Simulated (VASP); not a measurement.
# Si2W (I4/mmm) in VASP: settings compared

Si2W is run at these levels: PBEsol, PBE, revPBE; tasks: single point.

All numbers are computed with VASP 6.6.1; they aren't measurements. Logs are shortened: lines on timing, memory, paths and dates and some standing lists are left out, and cuts for length are marked.

## 1. The cell of the first run

It takes space group I4/mmm (No. 139, tetragonal). The conventional cell has a = 3.202 Å, b = 3.202 Å, c = 7.817 Å, α = 90.00°, β = 90.00°, γ = 90.00°. W (site symmetry 4/mmm) has 10 Si at 2.61 Å and 4 W at 3.20 Å within 3.4 Å. Within 3.4 Å of Si (site symmetry 4mm) lie 9 Si at 2.59 to 3.20 Å and 5 W at 2.61 Å.

## 2. Single point, PBEsol

File INCAR:

```
SYSTEM = Si2W
PREC = Accurate
ENCUT = 520
EDIFF = 1E-6
ISMEAR = -1
SIGMA = 0.05
LREAL = .FALSE.
LASPH = .TRUE.
NELM = 100
ALGO = Normal
ISIF = 2
LWAVE = .FALSE.
LCHARG = .FALSE.
GGA = PS
NBANDS = 18
```

File KPOINTS:

```
regular mesh
0
G
  12 12 12
  0 0 0
```

File POSCAR:

```
Si2W
1.0
   -1.6010876780      1.6010876780      3.9087335524
    1.6010876780     -1.6010876780      3.9087335524
    1.6010876780      1.6010876780     -3.9087335524
W Si
1 2
Direct
    0.0000000000      0.0000000000      0.0000000000
    0.6655466928      0.6655466928      0.0000000000
    0.3344533072      0.3344533072      0.0000000000
```

Potentials or basis: VASP PAW PBE potentials, release 64 (W_sv, Si).

Started as:

```sh
$ cat potpaw_PBE.64/W_sv/POTCAR potpaw_PBE.64/Si/POTCAR > POTCAR
$ mpirun -np 1 vasp_std > vasp.out
```

OUTCAR:

```text
SYSTEM = Si2W
   PREC = Accurate
   ENCUT = 520
   EDIFF = 1E-6
   ISMEAR = -1
   LREAL = .FALSE.
   LASPH = .TRUE.
   NELM = 100
   ISIF = 2
   GGA = PS

 ion  position               nearest neighbor table
   1  0.000  0.000  0.000-   2 2.61   2 2.61   3 2.61   3 2.61   2 2.61   2 2.61   3 2.61   3 2.61
                             2 2.61   3 2.61
   2  0.666  0.666  0.000-   3 2.59   1 2.61   1 2.61   1 2.61   1 2.61   1 2.61   3 2.62   3 2.62
                             3 2.62   3 2.62
   3  0.334  0.334  0.000-   2 2.59   1 2.61   1 2.61   1 2.61   1 2.61   1 2.61   2 2.62   2 2.62
                             2 2.62   2 2.62

  LATTYP: Found a body centered tetragonal cell.
 ALAT       =     3.2021753560
 C/A-ratio  =     2.4412988783

  Lattice vectors:

 A1 = (  -1.6010876780,   1.6010876780,   3.9087335524)
 A2 = (   1.6010876780,  -1.6010876780,   3.9087335524)
 A3 = (   1.6010876780,   1.6010876780,  -3.9087335524)

Analysis of symmetry for initial positions (statically):
=====================================================================
 Subroutine PRICEL returns:
 Original cell was already a primitive cell.

 Routine SETGRP: Setting up the symmetry group for a
 body centered tetragonal supercell.

 Subroutine GETGRP returns: Found 16 space group operations
 (whereof 16 operations were pure point group operations)
 out of a pool of 16 trial point group operations.

The static configuration has the point symmetry D_4h.

Analysis of symmetry for dynamics (positions and initial velocities):
=====================================================================
 Subroutine PRICEL returns:
 Original cell was already a primitive cell.

 Routine SETGRP: Setting up the symmetry group for a
 body centered tetragonal supercell.

 Subroutine GETGRP returns: Found 16 space group operations
 (whereof 16 operations were pure point group operations)
 out of a pool of 16 trial point group operations.

The dynamic configuration has the point symmetry D_4h.

 Subroutine INISYM returns: Found 16 space group operations
 (whereof 16 operations are pure point group operations),
 and found     1 'primitive' translations

----------------------------------------------------------------------------------------

                                     Primitive cell

  volume of cell :      40.0799

  direct lattice vectors                    reciprocal lattice vectors
    -1.601087678  1.601087678  3.908733552     0.000000000  0.312287707  0.127918671
     1.601087678 -1.601087678  3.908733552     0.312287707  0.000000000  0.127918671
     1.601087678  1.601087678 -3.908733552     0.312287707  0.312287707  0.000000000

  length of vectors
     4.517207267  4.517207267  4.517207267     0.337471182  0.337471182  0.441641511

  position of ions in fractional coordinates (direct lattice)
     0.000000000  0.000000000  0.000000000
     0.665546693  0.665546693  0.000000000
     0.334453307  0.334453307  0.000000000

  ion indices of the primitive-cell ions
   primitive index   ion index
                 1           1
                 2           2
                 3           3

----------------------------------------------------------------------------------------

 KPOINTS: regular mesh

Automatic generation of k-mesh.
 Grid dimensions read from file:
 generate k-points for:   12   12   12

 Generating k-lattice:

  Cartesian coordinates                     Fractional coordinates (reciprocal lattice)
     0.000000000  0.026023976  0.010659889     0.083333333  0.000000000 -0.000000000
     0.026023976  0.000000000  0.010659889     0.000000000  0.083333333 -0.000000000
     0.026023976  0.026023976  0.000000000     0.000000000  0.000000000  0.083333333

  Length of vectors
     0.028122598  0.028122598  0.036803459

  Shift w.r.t. Gamma in fractional coordinates (k-lattice)
     0.000000000  0.000000000  0.000000000

 Subroutine IBZKPT returns following result:
 ===========================================

 Found    163 irreducible k-points:

 Following reciprocal coordinates:
            Coordinates               Weight
  0.000000  0.000000  0.000000      1.000000
  0.083333 -0.000000  0.000000      8.000000
  0.166667  0.000000 -0.000000      8.000000
  0.250000  0.000000 -0.000000      8.000000
  0.333333 -0.000000  0.000000      8.000000
  0.416667 -0.000000  0.000000      8.000000
[... 16 lines left out ...]
  0.500000  0.166667  0.000000     16.000000
 -0.416667  0.166667  0.000000     16.000000
 [... further k-points ...]
   k-points           NKPTS =    163   k-points in BZ     NKDIM =    163   number of bands    NBANDS=     18
   number of dos      NEDOS =    301   number of ions     NIONS =      3
   total plane-waves  NPLWV =  46656
   dimension x,y,z NGX =    36 NGY =   36 NGZ =   36
   dimension x,y,z NGXF=    72 NGYF=   72 NGZF=   72
   ions per type =               1   2
   NGX,Y,Z   is equivalent  to a cutoff of  13.25, 13.25, 13.25 a.u.
   NGXF,Y,Z  is equivalent  to a cutoff of  26.50, 26.50, 26.50 a.u.
 SYSTEM =  Si2W
   PREC   = accura    normal or accurate (medium, high low for compatibility)
   ISTART =      0    job   : 0-new  1-cont  2-samecut
   ICHARG =      2    charge: 1-file 2-atom 10-const
   ISPIN  =      1    spin polarized calculation?
   LNONCOLLINEAR =      F non collinear calculations
   LSORBIT =      F    spin-orbit coupling
   LASPH  =      T    aspherical Exc in radial PAW
   ENCUT  =  520.0 eV  38.22 Ry    6.18 a.u.   8.40  8.40  8.40*2*pi/ulx,y,z
   NELM   =    100;   NELMIN=  2; NELMDL= -5     # of ELM steps
   EDIFF  = 0.1E-05   stopping-criterion for ELM
   LREAL  =      F    real-space projection
   EDIFFG = 0.1E-04   stopping-criterion for IOM
   NSW    =      0    number of steps for IOM
   IBRION =     -1    ionic relax: 0-MD 1-quasi-New 2-CG
   NFREE  =      0    steps in history (QN), initial steepest desc. (CG)
   ISIF   =      2    stress and relaxation
   ISYM   =      2    0-nonsym 1-usesym 2-fastsym
   POTIM  = 0.5000    time-step for ionic-motion
   TEBEG  =    0.0;   TEEND  =   0.0 temperature during run
   PSTRESS=    0.0 pullay stress
   NELECT =      22.0000    total number of electrons
   NUPDOWN=      -1.0000    fix difference up-down
   EMIN   =  10.00;   EMAX   =-10.00  energy-range for DOS
   EFERMI =   0.00;   METHOD = LEGACY
[... 28 lines left out ...]
  ---------------------------------------------------
  free energy    TOTEN  =       -26.64074590 eV

  energy without entropy =      -26.63888123  energy(sigma->0) =      -26.63981357

 E-fermi :  12.0093     XC(G=0): -12.6486

 val. band max:       11.9573420036   @ k =  -0.3333  -0.4167   0.3333
 cond. band min:      12.0234976761   @ k =  -0.4167  -0.4167   0.3333
 fundamental gap:      0.0661556725
 Fermi energy:        12.0093382332

 k-point     1 :       0.0000    0.0000    0.0000
  band No.  band energies     occupation
      1     -61.8002      2.00000
      2     -26.0745      2.00000
      3     -26.0463      2.00000
      4     -26.0463      2.00000
      5      -2.1588      2.00000
      6       5.0680      2.00000
[... 10 lines left out ...]
     17      17.7340      0.00000
     18      17.7340      0.00000

 k-point     2 :       0.0833   -0.0000    0.0000
  band No.  band energies     occupation
      1     -61.7996      2.00000
      2     -26.0733      2.00000
      3     -26.0618      2.00000
      4     -26.0448      2.00000
      5      -2.0248      2.00000
      6       5.0816      2.00000
[... 10 lines left out ...]
     17      17.7531      0.00000
     18      18.2076      0.00000

 k-point     3 :       0.1667    0.0000   -0.0000
  band No.  band energies     occupation
      1     -61.7982      2.00000
      2     -26.1041      2.00000
      3     -26.0701      2.00000
      4     -26.0410      2.00000
      5      -1.6294      2.00000
      6       5.0677      2.00000
[... 10 lines left out ...]
     17      18.0892      0.00000
     18      19.2715      0.00000

 k-point     4 :       0.2500    0.0000   -0.0000
  band No.  band energies     occupation
      1     -61.7961      2.00000
      2     -26.1614      2.00000
      3     -26.0657      2.00000
      4     -26.0357      2.00000
      5      -0.9926      2.00000
      6       4.8137      2.00000
[... 10 lines left out ...]
     17      19.0496      0.00000
     18      20.6555      0.00000

 k-point     5 :       0.3333   -0.0000    0.0000
  band No.  band energies     occupation
      1     -61.7941      2.00000
      2     -26.2180      2.00000
      3     -26.0613      2.00000
      4     -26.0304      2.00000
      5      -0.1465      2.00000
      6       4.1117      2.00000
[... 10 lines left out ...]
     17      19.2609      0.00000
     18      20.8176      0.00000

 k-point     6 :       0.4167   -0.0000    0.0000
  band No.  band energies     occupation
      1     -61.7926      2.00000
      2     -26.2591      2.00000
      3     -26.0581      2.00000
      4     -26.0266      2.00000
      5       0.8625      2.00000
      6       3.1113      2.00000
[... 10 lines left out ...]
     17      18.8902      0.00000
     18      19.2914      0.00000

 k-point     7 :       0.5000    0.0000   -0.0000
  band No.  band energies     occupation
      1     -61.7921      2.00000
      2     -26.2741      2.00000
      3     -26.0569      2.00000
      4     -26.0251      2.00000
      5       1.8600      2.00000
      6       2.1052      2.00000
[... 10 lines left out ...]
     17      18.4546      0.00000
     18      18.7539      0.00000

 k-point     8 :       0.0833    0.0833    0.0000
  band No.  band energies     occupation
      1     -61.7991      2.00000
      2     -26.0727      2.00000
      3     -26.0612      2.00000
      4     -26.0595      2.00000
      5      -1.8529      2.00000
      6       4.9228      2.00000
[... 10 lines left out ...]
     17      18.1599      0.00000
     18      18.2701      0.00000
[... 229 lines left out ...]
     17      18.5211      0.00000
     18      19.8611      0.00000

 k-point    20 :       0.2500    0.1667    0.0000
  band No.  band energies     occupation
      1     -61.7941      2.00000
      2     -26.1549      2.00000
      3     -26.0921      2.00000
      4     -26.0624      2.00000
      5      -0.3119      2.00000
      6       4.3145      2.00000
[... 10 lines left out ...]
     17      18.4603      0.00000
     18      20.5261      0.00000

 k-point    21 :       0.3333    0.1667    0.0000
  band No.  band energies     occupation
      1     -61.7921      2.00000
      2     -26.2107      2.00000
      3     -26.0861      2.00000
      4     -26.0574      2.00000
      5       0.5325      2.00000
      6       3.8774      2.00000
[... 10 lines left out ...]
     17      19.2350      0.00000
     18      20.4274      0.00000

 k-point    22 :       0.4167    0.1667    0.0000
  band No.  band energies     occupation
      1     -61.7907      2.00000
      2     -26.2512      2.00000
      3     -26.0817      2.00000
      4     -26.0532      2.00000
      5       1.5063      2.00000
      6       3.0498      2.00000
[... 10 lines left out ...]
     17      19.3421      0.00000
     18      20.7394      0.00000

 k-point    23 :       0.5000    0.1667    0.0000
  band No.  band energies     occupation
      1     -61.7901      2.00000
      2     -26.2659      2.00000
      3     -26.0800      2.00000
      4     -26.0510      2.00000
      5       1.9970      2.00000
      6       2.5600      2.00000
[... 10 lines left out ...]
     17      19.4339      0.00000
     18      20.7875      0.00000

 k-point    24 :      -0.4167    0.1667    0.0000
  band No.  band energies     occupation
      1     -61.7907      2.00000
      2     -26.2511      2.00000
      3     -26.0815      2.00000
      4     -26.0513      2.00000
      5       0.9542      2.00000
      6       3.6375      2.00000
[... 10 lines left out ...]
     17      19.1298      0.00000
     18      20.4243      0.00000

 [... further k-points ...]

------------------------ aborting loop because EDIFF is reached ----------------------------------------

  FORCE on cell =-STRESS in cart. coord.  units (eV):
  Direction    XX          YY          ZZ          XY          YZ          ZX
  --------------------------------------------------------------------------------------
  -------------------------------------------------------------------------------------
  Total        0.0831532      0.0831532      0.0664941      0.0000000      0.0000000      0.0000000
  in kB        3.3240182      3.3240182      2.6580778      0.0000000      0.0000000      0.0000000
  external PRESSURE =       3.1020380 kB  Pullay stress =       0.0000000 kB

 VOLUME and BASIS-vectors are now :
 -----------------------------------------------------------------------------
  energy-cutoff  :      520.00
  volume of cell :       40.08
      direct lattice vectors                 reciprocal lattice vectors
    -1.601087678  1.601087678  3.908733552     0.000000000  0.312287707  0.127918671
     1.601087678 -1.601087678  3.908733552     0.312287707  0.000000000  0.127918671
     1.601087678  1.601087678 -3.908733552     0.312287707  0.312287707  0.000000000

 POSITION                                       TOTAL-FORCE (eV/Angst)
 -----------------------------------------------------------------------------------
      0.00000      0.00000      0.00000         0.000000      0.000000     -0.000000
      0.00000      0.00000      5.20289        -0.000000     -0.000000      0.009092
      0.00000      0.00000      2.61458        -0.000000     -0.000000     -0.009092
 -----------------------------------------------------------------------------------
    total drift:                                0.000000     -0.000000     -0.000000

  FREE ENERGIE OF THE ION-ELECTRON SYSTEM (eV)
  ---------------------------------------------------
  free  energy   TOTEN  =       -26.6407458969 eV

  energy  without entropy=      -26.6388812335  energy(sigma->0) =      -26.63981357
```

It took 4 min on 1 thread of Intel Xeon 8259CL, shared host; peak memory 0.28 GiB.

Results:

```
Free energy            : -26.6407 eV
Pressure               : 0.3 GPa
Largest force          : 0.009 eV/Å
Band gap on the k mesh : zero (bands 11 and 12 overlap by 1.34 eV)
```

Forces on the atoms (eV/Å):
```
W    0.000  0.000  0.000
Si   0.000  0.000  0.009
Si   0.000  0.000 -0.009
```

Caveat: the PAW data sets were made with another functional, which shifts forces and pressure a little; spin-orbit coupling is left out, which moves the levels of the heavy elements.

## 3. Single point, PBE

This run uses another cell than the first one, of 13.67 Å³/atom.

File INCAR:

```
SYSTEM = Si2W
PREC = Accurate ; ENCUT = 520
EDIFF = 1E-6 ; ISMEAR = -1
SIGMA = 0.05 ; LREAL = .FALSE.
LASPH = .TRUE. ; NELM = 60
ALGO = Normal ; ISIF = 2
LWAVE = .FALSE. ; LCHARG = .TRUE.
GGA = PE ; LELF = .TRUE.
LVHAR = .TRUE. ; NBANDS = 18
```

KPOINTS is that of step 2.

File POSCAR:

```
Si2W
1.0
   -1.6143039204      1.6143039204      3.9344657633
    1.6143039204     -1.6143039204      3.9344657633
    1.6143039204      1.6143039204     -3.9344657633
W Si
1 2
Direct
    0.0000000000      0.0000000000      0.0000000000
    0.6655431124      0.6655431124      0.0000000000
    0.3344568876      0.3344568876      0.0000000000
```

Potentials or basis: VASP PAW PBE potentials, release 64 (W_sv, Si).

Started as:

```sh
$ cat potpaw_PBE.64/W_sv/POTCAR potpaw_PBE.64/Si/POTCAR > POTCAR
$ mpirun -np 1 vasp_std > vasp.out
```

Wall time 4.2 min (1 thread of Intel Xeon 8259CL, shared host); peak memory 0.28 GiB.

The run converged. Its results:

- Free energy: -24.8157 eV
- Pressure: 0.1 GPa
- Band gap on the k mesh: zero (bands 11 and 12 overlap by 1.28 eV)

Forces on the atoms (eV/Å):
```
W    0.000  0.000  0.000
Si   0.000  0.000  0.002
Si   0.000  0.000 -0.002
```

Stress tensor (GPa, compression positive):
```
0.09 0.00 0.00
0.00 0.09 0.00
0.00 0.00 0.01
```

Levels at points of the mesh, in eV from the Fermi level:
```tsv
k point	band 8	band 9	band 10	band 11	band 12	band 13	band 14	band 15
(0.00, 0.00, 0.00)	-3.26	-2.82	-2.82	0.59	2.64	2.96	3.03	3.03
(0.50, 0.00, 0.00)	-4.83	-2.76	-2.73	-0.43	2.64	2.74	3.89	4.29
(0.50, 0.50, 0.00)	-5.52	-4.98	-3.21	-1.76	2.71	2.90	3.05	3.83
(0.50, 0.50, 0.50)	-2.56	-0.86	-0.86	-0.50	-0.50	0.77	4.42	4.72
```

Caveat: spin-orbit coupling is left out, which moves the levels of the heavy elements.

## 4. Single point, revPBE

This run uses another cell than the first one, of 13.80 Å³/atom.

File INCAR:

```
PREC     = Accurate       # precision mode
ENCUT    = 520            # plane-wave cutoff, eV
EDIFF    = 1E-7           # SCF threshold, eV
ISMEAR   = -1             # smearing method
SIGMA    = 0.05           # smearing width, eV
LREAL    = F              # projectors in reciprocal space
LASPH    = T              # aspherical terms in the spheres
NELM     = 100            # most SCF steps
ALGO     = Normal         # electronic algorithm
ISIF     = 2              # what is computed and relaxed
LWAVE    = F              # write WAVECAR
LCHARG   = T              # write CHGCAR
GGA      = RE             # functional
LELF     = T              # ELF
LVHAR    = T            
NBANDS   = 18             # bands
```

File KPOINTS:

```
regular mesh
0
Gamma
  12 12 12
```

File POSCAR:

```
Si2W
1.0
   -1.6193727080      1.6193727080      3.9454724047
    1.6193727080     -1.6193727080      3.9454724047
    1.6193727080      1.6193727080     -3.9454724047
W Si
1 2
Direct
    0.0000000000      0.0000000000      0.0000000000
    0.6655685957      0.6655685957      0.0000000000
    0.3344314043      0.3344314043      0.0000000000
```

Started as:

```sh
$ cat potpaw_PBE.64/W_sv/POTCAR potpaw_PBE.64/Si/POTCAR > POTCAR
$ mpirun -np 1 vasp_std > vasp.out
```

It took 4.9 min on 1 thread of Intel Xeon 8259CL, shared host; peak memory 0.29 GiB.

The run converged. Its results:

```yaml
Free_energy: -23.8980 eV
Pressure: -0.2 GPa
Band_gap_on_the_k_mesh: zero (bands 11 and 12 overlap by 1.26 eV)
```

Forces in eV/Å, atoms in the order of the input:
```
W    0.000  0.000  0.000
Si   0.000  0.000  0.002
Si   0.000  0.000 -0.002
```

Stress tensor (GPa, compression positive):
```
-0.13  0.00  0.00
 0.00 -0.13  0.00
 0.00  0.00 -0.25
```

Levels at points of the mesh, in eV from the Fermi level:
```
           k point  band 8  band 9  band 10  band 11  band 12  band 13  band 14  band 15
(0.00, 0.00, 0.00)   -3.21   -2.79    -2.79     0.58     2.60     2.95     3.00     3.00
(0.50, 0.00, 0.00)   -4.81   -2.73    -2.70    -0.43     2.62     2.73     3.88     4.25
(0.50, 0.50, 0.00)   -5.50   -4.95    -3.17    -1.78     2.69     2.88     3.02     3.80
(0.50, 0.50, 0.50)   -2.54   -0.86    -0.86    -0.49    -0.49     0.76     4.41     4.68
```

Caveat: the PAW data sets were made with another functional, which shifts forces and pressure a little; spin-orbit coupling is left out, which moves the levels of the heavy elements.

## 5. Summary

```csv
level,cell,gap on the mesh (eV),pressure (GPa)
PBEsol,"a = 4.517 Å, angles 138.5, 138.5, 60.2°, 3 atoms",none,0.3
PBE,"a = 4.549 Å, angles 138.4, 138.4, 60.2°, 3 atoms",none,0.1
revPBE,"a = 4.562 Å, angles 138.4, 138.4, 60.3°, 3 atoms",none,-0.2
```

Alike in all rows: task single point; potentials or basis VASP PAW PBE potentials, release 64 (W_sv, Si); no spin polarisation; k mesh 12 × 12 × 12; cutoff (eV) 520; smearing fermi-dirac 0.05 eV.

Caveats: spin-orbit coupling is left out, which moves the levels of the heavy elements; the PAW data sets were made with another functional, which shifts forces and pressure a little (at least some runs).

Absolute energies hang on the potentials; compare differences alone.

The gap in the log of VASP goes by the Fermi energy; the results here count the filled bands.